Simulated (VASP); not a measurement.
Input of a VASP 6.6.1 run:

File INCAR:

```
  PREC = Accurate
  ENCUT = 520
  EDIFF = 1E-7
  ISMEAR = 0
  SIGMA = 0.15
  LREAL = False
  LASPH = True
  NELM = 80
  ALGO = Fast
  ISIF = 2
  LWAVE = False
  LCHARG = False
  GGA = PE
  NBANDS = 21
```

File KPOINTS:

```
regular mesh
0
Gamma
  16 16 16
```

POSCAR

```
Sn
1.0
    0.0000000000      3.3281477812      3.3281477812
    3.5028755397      0.0000000000      3.3281477812
    3.5028755397      3.3281477812      0.0000000000
Sn
2
Direct
    0.5000000000      0.5000000000      0.5000000000
    0.7500000000      0.7500000000      0.7500000000
```

Potentials or basis: VASP PAW PBE potentials, release 64 (Sn_d).

The run is started by

```console
$ cat potpaw_PBE.64/Sn_d/POTCAR > POTCAR
$ mpirun -np 1 vasp_std > vasp.out
```

Question: Estimate the band gap on the k mesh.

Answer: Zero (band 14 reaches 4.58 eV, above the bottom of band 15 at 4.13 eV).

Question: Estimate the pressure.

Answer: -1.7 GPa.

Stress tensor (GPa, compression positive):
```
-2.69  0.00  0.00
 0.00 -1.18  0.00
 0.00  0.00 -1.18
```

Caveat: the cell differs from its parent crystal (strain +0.0525 x Voigt [1, 0, 0, 0, 0, 0]); spin-orbit coupling is left out, which moves the levels of the heavy elements.
